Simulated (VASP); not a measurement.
Write the native input for VASP 6.6.1 that does the following.

```yaml
Task: relaxation of cell and atoms
Functional: r2SCAN
Dispersion: rVV10
Potentials_or_basis: VASP PAW PBE potentials, release 64 (Cu)
Cutoff: 600 eV
k_mesh: 20 × 20 × 20
Occupations: gaussian, width 0.1 eV
Spin: no spin polarisation
Dipole_correction: no
Further_INCAR_settings: ALGO = Normal; EDIFF = 1e-07; IBRION = 2; EDIFFG = -0.002; NSW = 100; ISIF = 3
```

Crystal: Cu.

```
Cu
1.0
     0.00000    1.78219    1.78219
     1.78219    0.00000    1.78219
     1.78219    1.78219    0.00000
Cu
1
Cartesian
  0.0000 0.0000 0.0000
```

The input as run:

POSCAR

```
Cu
1.0
    0.0000000000      1.7821900748      1.7821900748
    1.7821900748      0.0000000000      1.7821900748
    1.7821900748      1.7821900748      0.0000000000
Cu
1
Direct
    0.0000000000      0.0000000000      0.0000000000
```

INCAR.step1

```
SYSTEM = Cu
  ALGO = Normal
  EDIFF = 1E-4
  ENCUT = 600
  GGA = PE
  ISMEAR = 0
  LASPH = .True.
  LCHARG = .False.
  LREAL = .False.
  LWAVE = .True.
  NELM = 60
  PREC = Accurate
  SIGMA = 0.1
```

INCAR.step2

```
SYSTEM = Cu
  ALGO = Normal
  BPARAM = 11.95
  CPARAM = 0.0093
  EDIFF = 1E-7
  EDIFFG = -0.002
  ENCUT = 600
  IBRION = 2
  ISIF = 3
  ISMEAR = 0
  ISTART = 1
  IVDW_NL = 2
  LASPH = .True.
  LCHARG = .False.
  LMIXTAU = .True.
  LREAL = .False.
  LUSE_VDW = .True.
  LWAVE = .False.
  METAGGA = R2SCAN
  NELM = 60
  NSW = 100
  PREC = Accurate
  SIGMA = 0.1
```

KPOINTS

```
k-points
0
Gamma
  20 20 20
  0 0 0
```

Potentials or basis: VASP PAW PBE potentials, release 64 (Cu).

Command:

```console
$ cat potpaw_PBE.64/Cu/POTCAR > POTCAR
$ cp INCAR.step1 INCAR
$ mpirun -np 1 vasp_std > vasp.out
$ cp INCAR.step2 INCAR
$ mpirun -np 1 vasp_std > vasp.out
```

Results of the run:

```json
{
  "Relaxed volume": "11.36 Å³/atom",
  "Relaxed cell": "a = 2.523 Å, b = 2.523 Å, c = 2.523 Å, α = 60.00°, β = 60.00°, γ = 60.00°",
  "Space group after relaxing (to 0.1 Å)": "Fm-3m (No. 225)",
  "Energy gained by relaxing": "0.1 meV/atom",
  "Ionic steps": "4",
  "Pressure after relaxing": "0.0 GPa",
  "Band gap on the k mesh": "zero (an odd number of electrons rules out a gap without spin polarisation)"
}
```

Caveat: the PAW data sets were made with another functional, which shifts forces and pressure a little.

Wall time 12 min on 1 thread of AMD EPYC 7R13 (shared host), peak memory 0.18 GiB.
